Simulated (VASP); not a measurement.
# TiSi2 (Immm) in VASP: a series of runs

TiSi2 is run at these levels: LDA, PBEsol, PBE; tasks: single point.

Everything below comes from runs of VASP 6.6.1. Logs are shortened: lines on timing, memory, paths and dates and some standing lists are left out, and cuts for length are marked.

### 1 The cell of the first run

Symmetry: Immm, No. 71, orthorhombic system. The conventional cell has a = 2.946 Å, b = 3.424 Å, c = 8.424 Å, α = 90.00°, β = 90.00°, γ = 90.00°. Ti (site symmetry mmm) has 10 Si at 2.67 to 2.78 Å and 4 Ti at 2.95 to 3.42 Å within 3.5 Å. Within 3.5 Å of Si (site symmetry mm2) lie 9 Si at 2.63 to 3.42 Å and 5 Ti at 2.67 to 2.78 Å.

### 2 Single point, LDA

INCAR reads:

```
SYSTEM = TiSi2
  ALGO = Normal
  EDIFF = 1E-7
  ENCUT = 520
  GGA = CA
  ISIF = 2
  ISMEAR = -1
  LASPH = .TRUE.
  LCHARG = .FALSE.
  LREAL = .FALSE.
  LWAVE = .FALSE.
  NBANDS = 17
  NELM = 100
  PREC = Accurate
  SIGMA = 0.05
```

KPOINTS reads:

```
k-points
0
G
  12 12 12
  0 0 0
```

POSCAR reads:

```
TiSi2
1.0
   -1.4728720000      1.7121300000      4.2120830000
    1.4728720000     -1.7121300000      4.2120830000
    1.4728720000      1.7121300000     -4.2120830000
Ti Si
1 2
Direct
    0.0000000000      0.0000000000      0.0000000000
    0.6700780000      0.6700780000      0.0000000000
    0.3299220000      0.3299220000      0.0000000000
```

Potentials or basis: VASP PAW LDA potentials, release 64 (Ti_sv, Si).

On the command line:

```bash
$ cat potpaw_LDA.64/Ti_sv/POTCAR potpaw_LDA.64/Si/POTCAR > POTCAR
$ mpirun -np 1 vasp_std > vasp.out
```

OUTCAR:

```text
SYSTEM = TiSi2
   EDIFF = 1E-7
   ENCUT = 520
   GGA = CA
   ISIF = 2
   ISMEAR = -1
   LASPH = .TRUE.
   LREAL = .FALSE.
   NELM = 100
   PREC = Accurate

 ion  position               nearest neighbor table
   1  0.000  0.000  0.000-   2 2.67   2 2.67   2 2.67   3 2.67   2 2.67   3 2.67   3 2.67   3 2.67
                             2 2.78   3 2.78
   2  0.670  0.670  0.000-   3 2.63   3 2.63   3 2.63   3 2.63   1 2.67   1 2.67   1 2.67   1 2.67
                             1 2.78   3 2.87
   3  0.330  0.330  0.000-   2 2.63   2 2.63   2 2.63   2 2.63   1 2.67   1 2.67   1 2.67   1 2.67
                             1 2.78   2 2.87

  LATTYP: Found a body centered orthorhombic cell.
 ALAT       =     2.9457440000
 B/A-ratio  =     1.1624431723
 C/A-ratio  =     2.8597753233

  Lattice vectors:

 A1 = (  -1.4728720000,   1.7121300000,   4.2120830000)
 A2 = (   1.4728720000,  -1.7121300000,   4.2120830000)
 A3 = (   1.4728720000,   1.7121300000,  -4.2120830000)

Analysis of symmetry for initial positions (statically):
=====================================================================
 Subroutine PRICEL returns:
 Original cell was already a primitive cell.

 Routine SETGRP: Setting up the symmetry group for a
 body centered orthorhombic supercell.

 Subroutine GETGRP returns: Found  8 space group operations
 (whereof  8 operations were pure point group operations)
 out of a pool of  8 trial point group operations.

The static configuration has the point symmetry D_2h.

Analysis of symmetry for dynamics (positions and initial velocities):
=====================================================================
 Subroutine PRICEL returns:
 Original cell was already a primitive cell.

 Routine SETGRP: Setting up the symmetry group for a
 body centered orthorhombic supercell.

 Subroutine GETGRP returns: Found  8 space group operations
 (whereof  8 operations were pure point group operations)
 out of a pool of  8 trial point group operations.

The dynamic configuration has the point symmetry D_2h.

 Subroutine INISYM returns: Found  8 space group operations
 (whereof  8 operations are pure point group operations),
 and found     1 'primitive' translations

----------------------------------------------------------------------------------------

                                     Primitive cell

  volume of cell :      42.4873

  direct lattice vectors                    reciprocal lattice vectors
    -1.472872000  1.712130000  4.212083000     0.000000000  0.292033899  0.118706113
     1.472872000 -1.712130000  4.212083000     0.339472812  0.000000000  0.118706113
     1.472872000  1.712130000 -4.212083000     0.339472812  0.292033899  0.000000000

  length of vectors
     4.779370698  4.779370698  4.779370698     0.315237909  0.359628880  0.447800836

  position of ions in fractional coordinates (direct lattice)
     0.000000000  0.000000000  0.000000000
     0.670078000  0.670078000  0.000000000
     0.329922000  0.329922000  0.000000000

  ion indices of the primitive-cell ions
   primitive index   ion index
                 1           1
                 2           2
                 3           3

----------------------------------------------------------------------------------------

 KPOINTS: k-points

Automatic generation of k-mesh.
 Grid dimensions read from file:
 generate k-points for:   12   12   12

 Generating k-lattice:

  Cartesian coordinates                     Fractional coordinates (reciprocal lattice)
     0.000000000  0.024336158  0.009892176     0.083333333  0.000000000 -0.000000000
     0.028289401  0.000000000  0.009892176     0.000000000  0.083333333  0.000000000
     0.028289401  0.024336158  0.000000000    -0.000000000  0.000000000  0.083333333

  Length of vectors
     0.026269826  0.029969073  0.037316736

  Shift w.r.t. Gamma in fractional coordinates (k-lattice)
     0.000000000  0.000000000  0.000000000

 Subroutine IBZKPT returns following result:
 ===========================================

 Found    280 irreducible k-points:

 Following reciprocal coordinates:
            Coordinates               Weight
  0.000000  0.000000  0.000000      1.000000
  0.083333  0.000000 -0.000000      4.000000
  0.166667 -0.000000  0.000000      4.000000
  0.250000  0.000000 -0.000000      4.000000
  0.333333  0.000000  0.000000      4.000000
  0.416667 -0.000000  0.000000      4.000000
[... 16 lines left out ...]
  0.250000  0.166667 -0.000000      8.000000
  0.333333  0.166667  0.000000      8.000000
 [... further k-points ...]
   k-points           NKPTS =    280   k-points in BZ     NKDIM =    280   number of bands    NBANDS=     17
   number of dos      NEDOS =    301   number of ions     NIONS =      3
   total plane-waves  NPLWV =  46656
   dimension x,y,z NGX =    36 NGY =   36 NGZ =   36
   dimension x,y,z NGXF=    72 NGYF=   72 NGZF=   72
   ions per type =               1   2
   NGX,Y,Z   is equivalent  to a cutoff of  12.52, 12.52, 12.52 a.u.
   NGXF,Y,Z  is equivalent  to a cutoff of  25.04, 25.04, 25.04 a.u.
 SYSTEM =  TiSi2
   PREC   = accura    normal or accurate (medium, high low for compatibility)
   ISTART =      0    job   : 0-new  1-cont  2-samecut
   ICHARG =      2    charge: 1-file 2-atom 10-const
   ISPIN  =      1    spin polarized calculation?
   LNONCOLLINEAR =      F non collinear calculations
   LSORBIT =      F    spin-orbit coupling
   LASPH  =      T    aspherical Exc in radial PAW
   ENCUT  =  520.0 eV  38.22 Ry    6.18 a.u.   8.89  8.89  8.89*2*pi/ulx,y,z
   NELM   =    100;   NELMIN=  2; NELMDL= -5     # of ELM steps
   EDIFF  = 0.1E-06   stopping-criterion for ELM
   LREAL  =      F    real-space projection
   EDIFFG = 0.1E-05   stopping-criterion for IOM
   NSW    =      0    number of steps for IOM
   IBRION =     -1    ionic relax: 0-MD 1-quasi-New 2-CG
   NFREE  =      0    steps in history (QN), initial steepest desc. (CG)
   ISIF   =      2    stress and relaxation
   ISYM   =      2    0-nonsym 1-usesym 2-fastsym
   POTIM  = 0.5000    time-step for ionic-motion
   TEBEG  =    0.0;   TEEND  =   0.0 temperature during run
   PSTRESS=    0.0 pullay stress
   NELECT =      20.0000    total number of electrons
   NUPDOWN=      -1.0000    fix difference up-down
   EMIN   =  10.00;   EMAX   =-10.00  energy-range for DOS
   EFERMI =   0.00;   METHOD = LEGACY
   ISMEAR =    -1;   SIGMA  =   0.05  broadening in eV -4-tet -1-fermi 0-gaus
   EFERMI_NEDOS =   21; number of points for ismear=-14 and -15
   IALGO  =     38    algorithm
   IMIX   =      4    mixing-type and parameters
     AMIX     =   0.40;   BMIX     =  1.00
     AMIX_MAG =   1.60;   BMIX_MAG =  1.00
  volume/ion in A,a.u.               =      14.16        95.57
  Fermi-wavevector in a.u.,A,eV,Ry     =   1.273499  2.406564 22.065925  1.621800
  Thomas-Fermi vector in A             =   2.406319
   LORBIT       =      0    0 simple, 1 ext, 2 COOP (PROOUT), +10 PAW based schemes
   GGA     = CA    functional components
   LHFCALC =     F    Hartree Fock is set to
   AEXX    =    0.0000 exact exchange contribution
   IVDW    =     0    specifies the selected vdW correction
   LEPSILON=     F    determine dielectric tensor
   LRPA    =     F    only Hartree local field effects (RPA)
 non-spin polarized calculation
  energy-cutoff  :      520.00
  volume of cell :       42.49
 maximum number of plane-waves:      1174
   NGX = 17   NGY = 17   NGZ = 17

 number of electron      19.9999998 magnetization

 Free energy of the ion-electron system (eV)
  ---------------------------------------------------
  ext. energy  EPLUGINS =         0.00000000
  ---------------------------------------------------
  free energy    TOTEN  =       -21.91581504 eV

  energy without entropy =      -21.90441959  energy(sigma->0) =      -21.91011732

 E-fermi :   9.8768     XC(G=0): -11.8470

 val. band max:        9.8728919923   @ k =  -0.4167   0.4167   0.3333
 cond. band min:       9.8821605889   @ k =   0.5000   0.5000   0.4167
 fundamental gap:      0.0092685965
 Fermi energy:         9.8768167405

 k-point     1 :       0.0000    0.0000    0.0000
  band No.  band energies     occupation
      1     -45.6862      2.00000
      2     -22.4067      2.00000
      3     -22.3805      2.00000
      4     -22.1256      2.00000
      5      -2.6031      2.00000
      6       5.1923      2.00000
[... 9 lines left out ...]
     16      15.3113      0.00000
     17      15.7053      0.00000

 k-point     2 :       0.0833    0.0000   -0.0000
  band No.  band energies     occupation
      1     -45.6857      2.00000
      2     -22.4062      2.00000
      3     -22.3872      2.00000
      4     -22.1252      2.00000
      5      -2.5018      2.00000
      6       4.9142      2.00000
[... 9 lines left out ...]
     16      15.2234      0.00000
     17      15.8310      0.00000

 k-point     3 :       0.1667   -0.0000    0.0000
  band No.  band energies     occupation
      1     -45.6845      2.00000
      2     -22.4057      2.00000
      3     -22.4044      2.00000
      4     -22.1239      2.00000
      5      -2.2014      2.00000
      6       4.3883      2.00000
[... 9 lines left out ...]
     16      15.7489      0.00000
     17      16.1759      0.00000

 k-point     4 :       0.2500    0.0000   -0.0000
  band No.  band energies     occupation
      1     -45.6828      2.00000
      2     -22.4300      2.00000
      3     -22.4028      2.00000
      4     -22.1222      2.00000
      5      -1.7125      2.00000
      6       3.6539      2.00000
[... 9 lines left out ...]
     16      16.6523      0.00000
     17      17.4928      0.00000
[... 343 lines left out ...]
      1     -45.6748      2.00000
      2     -22.3962      2.00000
      3     -22.3941      2.00000
      4     -22.2124      2.00000
      5      -1.5942      2.00000
      6       3.9452      2.00000
[... 9 lines left out ...]
     16      15.4111      0.00000
     17      16.3688      0.00000

 k-point    23 :       0.2500    0.1667   -0.0000
  band No.  band energies     occupation
      1     -45.6731      2.00000
      2     -22.4187      2.00000
      3     -22.3936      2.00000
      4     -22.2101      2.00000
      5      -1.0835      2.00000
      6       3.4842      2.00000
[... 9 lines left out ...]
     16      15.4756      0.00000
     17      17.6268      0.00000

 k-point    24 :       0.3333    0.1667    0.0000
  band No.  band energies     occupation
      1     -45.6715      2.00000
      2     -22.4423      2.00000
      3     -22.3914      2.00000
      4     -22.2078      2.00000
      5      -0.4174      2.00000
      6       2.7923      2.00000
[... 9 lines left out ...]
     16      15.0634      0.00000
     17      17.6421      0.00000

 [... further k-points ...]

------------------------ aborting loop because EDIFF is reached ----------------------------------------

  FORCE on cell =-STRESS in cart. coord.  units (eV):
  Direction    XX          YY          ZZ          XY          YZ          ZX
  --------------------------------------------------------------------------------------
  -------------------------------------------------------------------------------------
  Total       -1.4979949     -1.7317807     -1.8764499      0.0000000      0.0000000      0.0000000
  in kB      -56.4887896    -65.3047588    -70.7601758      0.0000000      0.0000000      0.0000000
  external PRESSURE =     -64.1845747 kB  Pullay stress =       0.0000000 kB

 VOLUME and BASIS-vectors are now :
 -----------------------------------------------------------------------------
  energy-cutoff  :      520.00
  volume of cell :       42.49
      direct lattice vectors                 reciprocal lattice vectors
    -1.472872000  1.712130000  4.212083000     0.000000000  0.292033899  0.118706113
     1.472872000 -1.712130000  4.212083000     0.339472812  0.000000000  0.118706113
     1.472872000  1.712130000 -4.212083000     0.339472812  0.292033899  0.000000000

 POSITION                                       TOTAL-FORCE (eV/Angst)
 -----------------------------------------------------------------------------------
      0.00000      0.00000      0.00000        -0.000000     -0.000000      0.000000
      0.00000      0.00000      5.64485         0.000000     -0.000000     -0.110662
      0.00000      0.00000      2.77932        -0.000000      0.000000      0.110662
 -----------------------------------------------------------------------------------
    total drift:                               -0.000000      0.000000     -0.000000

  FREE ENERGIE OF THE ION-ELECTRON SYSTEM (eV)
  ---------------------------------------------------
  free  energy   TOTEN  =       -21.9158150380 eV

  energy  without entropy=      -21.9044195926  energy(sigma->0) =      -21.91011732
```

It took 2.5 min on 1 thread of Intel Xeon Platinum 8559C (Emerald Rapids), shared host; peak memory 0.31 GiB.

What came out:

```yaml
Free_energy: -21.9158 eV
Pressure: -6.4 GPa
Largest_force: 0.111 eV/Å
Band_gap_on_the_k_mesh: zero (band 10 reaches 11.18 eV, above the bottom of band 11 at 8.90 eV)
```

Forces in eV/Å, atoms in the order of the input:
```
Ti   0.000  0.000  0.000
Si   0.000  0.000 -0.111
Si   0.000  0.000  0.111
```

Levels at points of the mesh, in eV from the Fermi level:
```tsv
k point	band 8	band 9	band 10	band 11	band 12	band 13
(0.00, 0.00, 0.00)	-2.13	-0.62	0.74	2.08	2.37	3.17
(0.50, 0.00, 0.00)	-3.71	-0.68	0.93	2.01	2.54	3.49
(0.00, 0.50, 0.00)	-3.35	-0.94	-0.44	0.96	2.80	3.33
(0.50, 0.50, 0.00)	-4.66	-2.85	-1.30	-0.56	2.74	2.87
(0.50, 0.50, 0.50)	-1.24	-0.34	0.43	1.94	2.42	2.47
```

[end of part 1 of 3]
